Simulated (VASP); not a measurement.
# Hf2TaN4 in VASP: a series of runs

The runs below take Hf2TaN4 through single point, with PBE.

Program: VASP 6.6.1. These are calculated values, not measurements. Logs are shortened: lines on timing, memory, paths and dates and some standing lists are left out, and cuts for length are marked.

## Step 1: The cell of the first run

The typed cell holds 7 atoms: a = 3.163 Å, b = 5.385 Å, c = 5.628 Å, α = 105.31°, β = 89.97°, γ = 107.11°.

## Step 2: Single point, PBE

INCAR reads:

```
PREC     = Accurate       # precision mode
ENCUT    = 520            # plane-wave cutoff, eV
EDIFF    = 1E-6           # SCF threshold, eV
ISMEAR   = 0              # smearing method
SIGMA    = 0.2            # smearing width, eV
LREAL    = F              # projectors in reciprocal space
LASPH    = T              # aspherical terms in the spheres
NELM     = 60             # most SCF steps
ALGO     = Normal         # electronic algorithm
ISIF     = 2              # what is computed and relaxed
LWAVE    = F              # write WAVECAR
LCHARG   = F              # write CHGCAR
GGA      = PE             # functional
NBANDS   = 34             # bands
```

KPOINTS reads:

```
regular mesh
0
Gamma
  8 8 4
```

POSCAR reads:

```
Hf2TaN4
1.0
    0.0007444577     -3.1633980617     -0.0006940942
   -5.1472249706      1.5827461752      0.0232152806
    1.5298389730     -0.0015306621     -5.4160239237
Hf Ta N
2 1 4
Direct
    0.7794716779      0.5589516490      0.7731374093
    0.2205206627      0.4410394263      0.2268591496
    0.0000026779     -0.0000063557      0.4999951109
    0.8561083278      0.7117614358      0.1619663854
    0.3805316217      0.7610970261      0.6124542220
    0.1438954427      0.2882488233      0.8380382384
    0.6194695893      0.2389079952      0.3875494844
```

Potentials or basis: VASP PAW PBE potentials, release 64 (Hf_pv, Ta_pv, N).

The run is started by

```
cat potpaw_PBE.64/Hf_pv/POTCAR potpaw_PBE.64/Ta_pv/POTCAR potpaw_PBE.64/N/POTCAR > POTCAR
mpirun -np 1 vasp_std > vasp.out
```

OUTCAR:

```text
PREC = Accurate
   ENCUT = 520
   EDIFF = 1E-6
   ISMEAR = 0
   LREAL = F
   LASPH = T
   NELM = 60
   ISIF = 2
   GGA = PE

 ion  position               nearest neighbor table
   1  0.779  0.559  0.773-   4 2.11   6 2.20   6 2.20   5 2.22   5 2.22   7 2.33   3 3.07   2 3.20
                             2 3.20   3 3.27   3 3.27   2 3.36   2 3.36
   2  0.221  0.441  0.227-   6 2.11   4 2.20   4 2.20   7 2.22   7 2.22   5 2.33   3 3.07   1 3.20
                             1 3.20   3 3.27   3 3.27   1 3.36   1 3.36
   3  0.000  1.000  0.500-   4 2.06   6 2.06   7 2.20   5 2.20   5 2.20   7 2.20   2 3.07   1 3.07
                             1 3.27   2 3.27   2 3.27   1 3.27
   4  0.856  0.712  0.162-   3 2.06   1 2.11   2 2.20   2 2.20
   5  0.381  0.761  0.612-   3 2.20   3 2.20   1 2.22   1 2.22   2 2.33
   6  0.144  0.288  0.838-   3 2.06   2 2.11   1 2.20   1 2.20
   7  0.619  0.239  0.388-   3 2.20   3 2.20   2 2.22   2 2.22   1 2.33

  LATTYP: Found a triclinic cell.
 ALAT       =     6.6838065070
 B/A-ratio  =     0.8420263852
 C/A-ratio  =     0.4732929091
 COS(alpha) =     0.0005470985
 COS(beta)  =     0.2367684872
 COS(gamma) =     0.6295416156

  Lattice vectors:

 A1 = (  -3.6166415399,  -1.5821825486,  -5.3935027373)
 A2 = (   1.5298389730,  -0.0015306621,  -5.4160239237)
 A3 = (   0.0007444577,  -3.1633980617,  -0.0006940942)

Analysis of symmetry for initial positions (statically):
=====================================================================
 Subroutine PRICEL returns:
 Original cell was already a primitive cell.

 Routine SETGRP: Setting up the symmetry group for a
 triclinic supercell.

 Subroutine GETGRP returns: Found  1 space group operations
 (whereof  1 operations were pure point group operations)
 out of a pool of  2 trial point group operations.

The static configuration has the point symmetry C_1 .

Analysis of symmetry for dynamics (positions and initial velocities):
=====================================================================
 Subroutine PRICEL returns:
 Original cell was already a primitive cell.

 Routine SETGRP: Setting up the symmetry group for a
 triclinic supercell.

 Subroutine GETGRP returns: Found  1 space group operations
 (whereof  1 operations were pure point group operations)
 out of a pool of  2 trial point group operations.

The dynamic configuration has the point symmetry C_1 .

 Subroutine INISYM returns: Found  1 space group operations
 (whereof  1 operations are pure point group operations),
 and found     1 'primitive' translations

----------------------------------------------------------------------------------------

                                     Primitive cell

  volume of cell :      88.0706

  direct lattice vectors                    reciprocal lattice vectors
     0.000744458 -3.163398062 -0.000694094    -0.097332824 -0.316132659 -0.027403804
    -5.147224971  1.582746175  0.023215281    -0.194537652 -0.000033725 -0.054950132
     1.529838973 -0.001530662 -5.416023924    -0.000821394  0.000040370 -0.184869320

  length of vectors
     3.163398225  5.385122961  5.627941433     0.331910387  0.202149490  0.184871150

  position of ions in fractional coordinates (direct lattice)
     0.779471678  0.558951649  0.773137409
     0.220520663  0.441039426  0.226859150
     0.000002678  0.999993644  0.499995111
     0.856108328  0.711761436  0.161966385
     0.380531622  0.761097026  0.612454222
     0.143895443  0.288248823  0.838038238
     0.619469589  0.238907995  0.387549484

  ion indices of the primitive-cell ions
   primitive index   ion index
                 1           1
                 2           2
                 3           3
                 4           4
                 5           5
                 6           6
                 7           7

----------------------------------------------------------------------------------------

 KPOINTS: regular mesh

Automatic generation of k-mesh.
 Grid dimensions read from file:
 generate k-points for:    8    8    4

 Generating k-lattice:

  Cartesian coordinates                     Fractional coordinates (reciprocal lattice)
    -0.012166603 -0.039516582 -0.003425475     0.125000000 -0.000000000  0.000000000
    -0.024317207 -0.000004216 -0.006868767    -0.000000000  0.125000000  0.000000000
    -0.000205348  0.000010092 -0.046217330     0.000000000 -0.000000000  0.250000000

  Length of vectors
     0.041488798  0.025268686  0.046217787

  Shift w.r.t. Gamma in fractional coordinates (k-lattice)
     0.000000000  0.000000000  0.000000000

 Subroutine IBZKPT returns following result:
 ===========================================

 Found    132 irreducible k-points:

 Following reciprocal coordinates:
            Coordinates               Weight
  0.000000  0.000000  0.000000      1.000000
  0.125000 -0.000000  0.000000      2.000000
  0.250000 -0.000000  0.000000      2.000000
  0.375000 -0.000000  0.000000      2.000000
  0.500000 -0.000000  0.000000      1.000000
  0.000000  0.125000  0.000000      2.000000
[... 16 lines left out ...]
  0.125000  0.375000  0.000000      2.000000
  0.250000  0.375000  0.000000      2.000000
 [... further k-points ...]
   k-points           NKPTS =    132   k-points in BZ     NKDIM =    132   number of bands    NBANDS=     34
   number of dos      NEDOS =    301   number of ions     NIONS =      7
   total plane-waves  NPLWV =  40320
   dimension x,y,z NGX =    24 NGY =   40 NGZ =   42
   dimension x,y,z NGXF=    48 NGYF=   80 NGZF=   84
   ions per type =               2   1   4
   NGX,Y,Z   is equivalent  to a cutoff of  12.61, 12.35, 12.41 a.u.
   NGXF,Y,Z  is equivalent  to a cutoff of  25.23, 24.70, 24.81 a.u.
 SYSTEM =  unknown system
   PREC   = accura    normal or accurate (medium, high low for compatibility)
   ISTART =      0    job   : 0-new  1-cont  2-samecut
   ICHARG =      2    charge: 1-file 2-atom 10-const
   ISPIN  =      1    spin polarized calculation?
   LNONCOLLINEAR =      F non collinear calculations
   LSORBIT =      F    spin-orbit coupling
   LASPH  =      T    aspherical Exc in radial PAW
   ENCUT  =  520.0 eV  38.22 Ry    6.18 a.u.   5.88 10.01 10.46*2*pi/ulx,y,z
   NELM   =     60;   NELMIN=  2; NELMDL= -5     # of ELM steps
   EDIFF  = 0.1E-05   stopping-criterion for ELM
   LREAL  =      F    real-space projection
   EDIFFG = 0.1E-04   stopping-criterion for IOM
   NSW    =      0    number of steps for IOM
   IBRION =     -1    ionic relax: 0-MD 1-quasi-New 2-CG
   NFREE  =      0    steps in history (QN), initial steepest desc. (CG)
   ISIF   =      2    stress and relaxation
   ISYM   =      2    0-nonsym 1-usesym 2-fastsym
   POTIM  = 0.5000    time-step for ionic-motion
   TEBEG  =    0.0;   TEEND  =   0.0 temperature during run
   PSTRESS=    0.0 pullay stress
   NELECT =      51.0000    total number of electrons
   NUPDOWN=      -1.0000    fix difference up-down
   EMIN   =  10.00;   EMAX   =-10.00  energy-range for DOS
   EFERMI =   0.00;   METHOD = LEGACY
   ISMEAR =     0;   SIGMA  =   0.20  broadening in eV -4-tet -1-fermi 0-gaus
   EFERMI_NEDOS =   21; number of points for ismear=-14 and -15
   IALGO  =     38    algorithm
   IMIX   =      4    mixing-type and parameters
     AMIX     =   0.40;   BMIX     =  1.00
     AMIX_MAG =   1.60;   BMIX_MAG =  1.00
  volume/ion in A,a.u.               =      12.58        84.90
  Fermi-wavevector in a.u.,A,eV,Ry     =   1.364545  2.578617 25.333831  1.861984
  Thomas-Fermi vector in A             =   2.490852
   LORBIT       =      0    0 simple, 1 ext, 2 COOP (PROOUT), +10 PAW based schemes
   GGA     = PE    functional components
   LHFCALC =     F    Hartree Fock is set to
   AEXX    =    0.0000 exact exchange contribution
   IVDW    =     0    specifies the selected vdW correction
   LEPSILON=     F    determine dielectric tensor
   LRPA    =     F    only Hartree local field effects (RPA)
 non-spin polarized calculation
 Gauss-broadening in eV      SIGMA  =   0.20
  energy-cutoff  :      520.00
  volume of cell :       88.07
 maximum number of plane-waves:      2390
   NGX = 11   NGY = 19   NGZ = 21

 number of electron      51.0000006 magnetization

 Free energy of the ion-electron system (eV)
  ---------------------------------------------------
  ext. energy  EPLUGINS =         0.00000000
  ---------------------------------------------------
  free energy    TOTEN  =       -75.42477573 eV

  energy without entropy =      -75.40442425  energy(sigma->0) =      -75.41459999

 E-fermi :   6.0565     XC(G=0): -11.6688

 val. band max:        6.0173370721   @ k =  -0.3750  -0.3750   0.2500
 cond. band min:       6.0721998592   @ k =   0.2500   0.5000   0.5000
 fundamental gap:      0.0548627871
 Fermi energy:         6.0564629084

 k-point     1 :       0.0000    0.0000    0.0000
  band No.  band energies     occupation
      1     -29.8426      2.00000
      2     -29.6890      2.00000
      3     -29.5459      2.00000
      4     -25.5305      2.00000
      5     -25.2761      2.00000
      6     -25.1997      2.00000
[... 26 lines left out ...]
     33      10.0600      0.00000
     34      10.3159      0.00000

 k-point     2 :       0.1250   -0.0000    0.0000
  band No.  band energies     occupation
      1     -29.8354      2.00000
      2     -29.6819      2.00000
      3     -29.5995      2.00000
      4     -25.4983      2.00000
      5     -25.2646      2.00000
      6     -25.1928      2.00000
[... 26 lines left out ...]
     33       9.9641      0.00000
     34      10.2068      0.00000

 k-point     3 :       0.2500   -0.0000    0.0000
  band No.  band energies     occupation
      1     -29.8185      2.00000
      2     -29.7269      2.00000
      3     -29.6643      2.00000
      4     -25.4132      2.00000
      5     -25.2603      2.00000
      6     -25.2270      2.00000
[... 26 lines left out ...]
     33       9.8101      0.00000
     34      10.2594      0.00000

 k-point     4 :       0.3750   -0.0000    0.0000
  band No.  band energies     occupation
      1     -29.8514      2.00000
      2     -29.8021      2.00000
      3     -29.6461      2.00000
      4     -25.4226      2.00000
      5     -25.3965      2.00000
      6     -25.2730      2.00000
[... 26 lines left out ...]
     33      10.4350      0.00000
     34      10.9424      0.00000

 k-point     5 :       0.5000   -0.0000    0.0000
  band No.  band energies     occupation
      1     -29.9021      2.00000
      2     -29.7955      2.00000
      3     -29.6384      2.00000
      4     -25.4821      2.00000
      5     -25.4768      2.00000
      6     -25.1902      2.00000
[... 621 lines left out ...]
 k-point    22 :       0.0000    0.3750    0.0000
  band No.  band energies     occupation
      1     -29.8384      2.00000
      2     -29.6920      2.00000
      3     -29.5463      2.00000
      4     -25.5193      2.00000
      5     -25.3010      2.00000
      6     -25.1897      2.00000
[... 26 lines left out ...]
     33       9.9568      0.00000
     34      10.3859      0.00000

 k-point    23 :       0.1250    0.3750    0.0000
  band No.  band energies     occupation
      1     -29.8315      2.00000
      2     -29.6848      2.00000
      3     -29.6001      2.00000
      4     -25.4869      2.00000
      5     -25.2882      2.00000
      6     -25.1832      2.00000
[... 26 lines left out ...]
     33       9.9830      0.00000
     34      10.2903      0.00000

 k-point    24 :       0.2500    0.3750    0.0000
  band No.  band energies     occupation
      1     -29.8161      2.00000
      2     -29.7275      2.00000
      3     -29.6661      2.00000
      4     -25.4050      2.00000
      5     -25.2613      2.00000
      6     -25.2414      2.00000
[... 26 lines left out ...]
     33      10.1662      0.00000
     34      10.1804      0.00000

 [... further k-points ...]
[... 5 lines left out ...]
  --------------------------------------------------------------------------------------
  -------------------------------------------------------------------------------------
  Total       -0.6704820     -0.7003225     -0.7156715      0.0406705     -0.0338534      0.1249995
  in kB      -12.1973917    -12.7402489    -13.0194780      0.7398765     -0.6158599      2.2739887
  external PRESSURE =     -12.6523729 kB  Pullay stress =       0.0000000 kB

 VOLUME and BASIS-vectors are now :
 -----------------------------------------------------------------------------
  energy-cutoff  :      520.00
  volume of cell :       88.07
      direct lattice vectors                 reciprocal lattice vectors
     0.000744458 -3.163398062 -0.000694094    -0.097332824 -0.316132659 -0.027403804
    -5.147224971  1.582746175  0.023215281    -0.194537652 -0.000033725 -0.054950132
     1.529838973 -0.001530662 -5.416023924    -0.000821394  0.000040370 -0.184869320

 POSITION                                       TOTAL-FORCE (eV/Angst)
 -----------------------------------------------------------------------------------
     -1.69369     -1.58228     -4.17490         0.050812     -0.000368      0.002934
     -1.92291      0.00011     -1.21859        -0.051351      0.000344     -0.003209
     -4.38228      1.58196     -2.68477        -0.000200      0.000162     -0.000361
     -3.41518     -1.58192     -0.86128         0.130291      0.001472      0.077999
     -2.98030     -0.00009     -3.29966         0.136610      0.001099     -0.013502
     -0.20151     -0.00026     -4.53224        -0.129840     -0.001480     -0.077515
     -0.63636     -1.58209     -2.09386        -0.136321     -0.001228      0.013654
 -----------------------------------------------------------------------------------
    total drift:                                0.000020     -0.000002     -0.000020

  FREE ENERGIE OF THE ION-ELECTRON SYSTEM (eV)
  ---------------------------------------------------
  free  energy   TOTEN  =       -75.4247757256 eV

  energy  without entropy=      -75.4044242463  energy(sigma->0) =      -75.41459999
```

Run time: 2.2 min. Hardware: 1 thread of Intel Xeon 6975P-C (Granite Rapids), shared host; peak memory 0.46 GiB.

Results:

```
Free energy            : -75.4248 eV
Pressure               : -1.3 GPa
Largest force          : 0.152 eV/Å
Band gap on the k mesh : zero (an odd number of electrons rules out a gap without spin polarisation)
```

Forces in eV/Å, atoms in the order of the input:
```
Hf   0.051  0.000  0.003
Hf  -0.051  0.000 -0.003
Ta   0.000  0.000  0.000
N    0.130  0.001  0.078
N    0.137  0.001 -0.014
N   -0.130 -0.001 -0.078
N   -0.136 -0.001  0.014
```

Levels at points of the mesh, in eV from the Fermi level:
```
           k point  band 23  band 24  band 25  band 26  band 27  band 28  band 29  band 30
(0.00, 0.00, 0.00)    -2.13    -1.74    -1.71    -1.04     1.15     1.31     1.38     2.80
(0.50, 0.00, 0.00)    -3.86    -2.84    -2.57     1.14     1.57     2.61     2.69     2.74
(0.00, 0.50, 0.00)    -2.96    -2.67    -2.47    -1.07     1.41     1.72     2.23     2.50
(0.50, 0.50, 0.00)    -3.86    -2.84    -2.58     1.14     1.57     2.62     2.69     2.74
(0.00, 0.00, 0.50)    -3.41    -1.93    -1.80    -0.97     1.15     1.98     2.31     2.84
(0.50, 0.00, 0.50)    -2.59    -2.57    -2.45    -0.40     1.21     1.34     2.85     3.56
(0.00, 0.50, 0.50)    -3.27    -2.71    -1.66    -1.60     0.94     1.37     2.19     2.93
(0.50, 0.50, 0.50)    -2.59    -2.57    -2.45    -0.40     1.21     1.34     2.85     3.56
```

Caveat: spin-orbit coupling is left out, which moves the levels of the heavy elements.

(Continued in part 2 of 2.)

The gap in the log of VASP goes by the Fermi energy; the results here count the filled bands.